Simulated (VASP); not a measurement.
Write the native input for VASP 6.6.1 that does the following.

- Task: single point
- Functional: PBE
- Potentials or basis: VASP PAW PBE potentials, release 64 (Zn)
- Cutoff: 520 eV
- k mesh: 2 × 2 × 3
- Occupations: methfessel-paxton, width 0.15 eV
- Spin: no spin polarisation
- Dipole correction: no
- Further INCAR settings: LREAL = Auto; ALGO = Normal; EDIFF = 1e-06; NBANDS = 116

The structure of Zn (a cell with a defect) lies in POSCAR:

```
Zn
1.0
    8.0554147200      0.0000008700      0.0000000000
   -4.0277081100      6.9761933500      0.0000000000
    0.0000000000      0.0000000000      4.9845780000
Zn
17
Direct
    0.1030376326      0.2205603878      0.2477010090
    0.2230100459      0.1116683221      0.7482657509
    0.1033199549      0.5487450989      0.2480747618
    0.2191050507      0.4423287393      0.7484673728
    0.1113761154      0.8887716541      0.2479947149
    0.2229961633      0.7768213314      0.7477736330
    0.4514326271      0.2205202078      0.2483570324
    0.5603654589      0.1129218290      0.7480041440
    0.4446082384      0.5551660367      0.2489717284
    0.5574582018      0.4423317073      0.7493181970
    0.4514826427      0.8968186937      0.2477186634
    0.5575101069      0.7805697523      0.7476697125
    0.8868317433      0.1130301568      0.7461937600
    0.7795699889      0.5486195880      0.2485779137
    0.8868055519      0.4394428415      0.7475972891
    0.7793809629      0.8967039771      0.2478302075
    0.8881975717      0.7768899105      0.7493633363
```

These files were run (other wordings do the same):

INCAR

```
ALGO = Normal
EDIFF = 1E-6
ENCUT = 520
GGA = PE
ISIF = 2
ISMEAR = 1
LASPH = True
LCHARG = False
LREAL = Auto
LWAVE = False
NBANDS = 116
NELM = 60
PREC = Accurate
SIGMA = 0.15
```

KPOINTS

```
k-points
0
Gamma
  2 2 3
```

Potentials or basis: VASP PAW PBE potentials, release 64 (Zn).

The run is started by

```sh
$ cat potpaw_PBE.64/Zn/POTCAR > POTCAR
$ mpirun -np 1 vasp_std > vasp.out
```

Results of the run:

```yaml
Pressure: -2.2 GPa
Largest_force: 0.007 eV/Å
Band_gap_on_the_k_mesh: zero (band 102 reaches 3.37 eV, above the bottom of band 103 at 1.86 eV)
```

Caveat: the k points lie up to 0.45 Å⁻¹ apart.

It took 10 min on 1 thread of Intel(R) Xeon(R) Platinum 8259CL CPU @ 2.50GHz (Skylake/Cascade Lake), on a shared host, peak memory 0.43 GiB.
